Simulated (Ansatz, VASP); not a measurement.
# One calculation of Li2S, two programs

The input INCAR:

```
SYSTEM = Li2S
PREC     = Accurate       ! precision mode
ENCUT    = 750            ! plane-wave cutoff, eV
EDIFF    = 1E-6           ! SCF threshold, eV
ISMEAR   = 0              ! smearing method
SIGMA    = 0.01           ! smearing width, eV
LREAL    = .False.        ! projectors in reciprocal space
LASPH    = .True.         ! aspherical terms in the spheres
NELM     = 120            ! most SCF steps
ALGO     = Normal         ! electronic algorithm
ISIF     = 2              ! what is computed and relaxed
LWAVE    = .False.        ! write WAVECAR
LCHARG   = .False.        ! write CHGCAR
GGA      = PE             ! functional
NBANDS   = 13             ! bands
GGA_COMPAT= .False.
```

Contents of KPOINTS:

```
Automatic mesh
0
Gamma
  6 6 6
  0 0 0
```

Contents of POSCAR:

```
Li2S
1.0
    0.0000000000      2.8452943747      2.8452943747
    2.8452943747      0.0000000000      2.8452943747
    2.8452943747      2.8452943747      0.0000000000
Li S
2 1
Direct
    0.2500000000      0.2500000000      0.2500000000
    0.7500000000      0.7500000000      0.7500000000
    0.0000000000      0.0000000000      0.0000000000
```

Input for Ansatz:

```yaml
crystal:
  lattice:
    - [0.0, 2.8452943747, 2.8452943747]
    - [2.8452943747, 0.0, 2.8452943747]
    - [2.8452943747, 2.8452943747, 0.0]
  atoms:
    - { symbol: Li, position: [0.25, 0.25, 0.25] }
    - { symbol: Li, position: [0.75, 0.75, 0.75] }
    - { symbol: S, position: [0.0, 0.0, 0.0] }
kpoints:
  mp_grid: { grid: [6, 6, 6] }
hamiltonian:
  xc: pbe
scf:
  occupations: { method: fixed }
  n_extra_bands: 4
  mixing: { preconditioner: none }
output:
  forces: true
  stress: true
  eigenvalues: true
```

Alike in both runs: task single point; functional PBE; k mesh 6 × 6 × 6; no spin polarisation.

|  | VASP | Ansatz |
| --- | --- | --- |
| version | VASP 6.6.1 | Ansatz 0.2.0 |
| potentials or method | VASP PAW PBE potentials, release 64 (Li_sv, S) | plane waves |
| plane-wave cutoff (eV) | 750 | 420 |
| occupations | gaussian, width 0.01 eV | fixed |
| valence electrons in the cell | 12 | 12 |

```tsv
	VASP	Ansatz	Ansatz less VASP
gap on the k mesh at the Fermi level (eV)	3.39	3.39	+0.001
pressure (GPa)	0.2	0.3	+0.13
```
